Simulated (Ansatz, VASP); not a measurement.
**Mg3CdS2 in VASP and in Ansatz**

```
Mg Cd S
1.0
     3.15977    1.82430    5.00088
    -3.15977    1.82430    5.00088
     0.00000   -3.64859    5.00088
Mg Cd S
3 1 2
Direct
  0.00000 0.50000 0.50000
  0.50000 0.00000 0.50000
  0.50000 0.50000 0.00000
  0.50000 0.50000 0.50000
  0.77582 0.77582 0.77582
  0.22418 0.22418 0.22418
```

Change from the starting cell: species swapped into the Li2ZnCu3 type (R-3m, No. 166).

Alike in both runs: functional PBE; k mesh 6 × 6 × 6; occupations gaussian, width 0.1 eV; no spin polarisation.

Ansatz relaxed the structure, and its values are those at the end. VASP's run is a single point on that final structure, the one shown.

|  | VASP | Ansatz |
| --- | --- | --- |
| version | VASP 6.6.1 | Ansatz 0.2.0 |
| potentials or method | VASP PAW PBE potentials, release 64 (Mg, Cd, S), cutoff 520 eV | scalar-relativistic, plane waves, PAW |
| valence electrons in the cell | 30 | 62 |

```csv
,VASP,Ansatz,Ansatz less VASP
pressure (GPa),-0.1,0.0,+0.08
rms of the force components (eV/Å),0.005,0.001,-0.0044
```

The functional is the same, so the differences come from potentials, cutoffs and numerics. VASP's potentials hold 30 valence electrons a cell and Ansatz's 62, so a difference there can come from the potentials and not from the codes.
